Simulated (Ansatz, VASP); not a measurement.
**AlCu5: VASP beside Ansatz**

File INCAR:

```
SYSTEM = AlCu5
PREC     = Accurate       ! precision mode
ENCUT    = 600            ! plane-wave cutoff, eV
EDIFF    = 1E-7           ! SCF threshold, eV
ISMEAR   = 0              ! smearing method
SIGMA    = 0.1            ! smearing width, eV
LREAL    = .False.        ! projectors in reciprocal space
LASPH    = .True.         ! aspherical terms in the spheres
NELM     = 80             ! most SCF steps
ALGO     = Fast           ! electronic algorithm
ISIF     = 3              ! what is computed and relaxed
LWAVE    = .False.        ! write WAVECAR
LCHARG   = .False.        ! write CHGCAR
GGA      = PE             ! functional
IBRION   = 2              ! ionic algorithm
NSW      = 100            ! ionic steps
EDIFFG   = -0.01          ! ionic threshold
LUSENCCL = .False.
```

Contents of KPOINTS:

```
regular mesh
0
Gamma
  12 12 6
  0 0 0
```

Contents of POSCAR:

```
AlCu5
1.0
    3.0117766000      0.0000000000      0.0000000000
    0.0000000000      3.0117766000      0.0000000000
    0.0000000000      0.0000000000      8.2045450000
Al Cu
1 5
Direct
    0.0000000000      0.0000000000      0.5000000000
    0.0000000000      0.0000000000      0.8368130000
    0.5000000000      0.5000000000      0.6713940000
    0.5000000000      0.5000000000      0.3286060000
    0.0000000000      0.0000000000      0.1631870000
    0.5000000000      0.5000000000      0.0000000000
```

Input for Ansatz:

```yaml
crystal:
  lattice:
    - [3.0117766, 0.0, 0.0]
    - [0.0, 3.0117766, 0.0]
    - [0.0, 0.0, 8.204545]
  atoms:
    - { symbol: Al, position: [0.0, 0.0, 0.5] }
    - { symbol: Cu, position: [0.0, 0.0, 0.836813] }
    - { symbol: Cu, position: [0.5, 0.5, 0.671394] }
    - { symbol: Cu, position: [0.5, 0.5, 0.328606] }
    - { symbol: Cu, position: [0.0, 0.0, 0.163187] }
    - { symbol: Cu, position: [0.5, 0.5, 0.0] }
basis:
  ecutwfc: 420
kpoints:
  mp_grid: { grid: [12, 12, 6] }
hamiltonian:
  xc: pbe
scf:
  occupations: { method: gaussian, width: 0.1 }
output:
  forces: true
  stress: true
  eigenvalues: true
relax:
  adjacent_minimum: "off"
  f_tol: 0.01
  max_steps: 80
  cell: { stress_tol: 0.05 }
```

Alike in both runs: task relaxation of cell and atoms; functional PBE; k mesh 12 × 12 × 6; occupations gaussian, width 0.1 eV; no spin polarisation.

```csv
,VASP,Ansatz
version,VASP 6.6.1,Ansatz 0.2.0
potentials or method,"VASP PAW PBE potentials, release 64 (Al, Cu), cutoff 600 eV","scalar-relativistic, plane waves, PAW"
valence electrons in the cell,58,98
```

|  | VASP | Ansatz | Ansatz less VASP |
| --- | --- | --- | --- |
| gap on the k mesh at the Fermi level, each at its own relaxed structure (eV) | none | none | - |
| relaxed volume (Å³/atom) | 12.45 | 12.40 | -0.048 |
| relaxed length of the cell vector where the two differ most in proportion (Å) | 8.217 | 8.205 | -0.0120 |

A gap of «none» marks a metal or a gap that the smearing closes. VASP's potentials hold 58 valence electrons a cell and Ansatz's 98, so a difference there can come from the potentials and not from the codes.
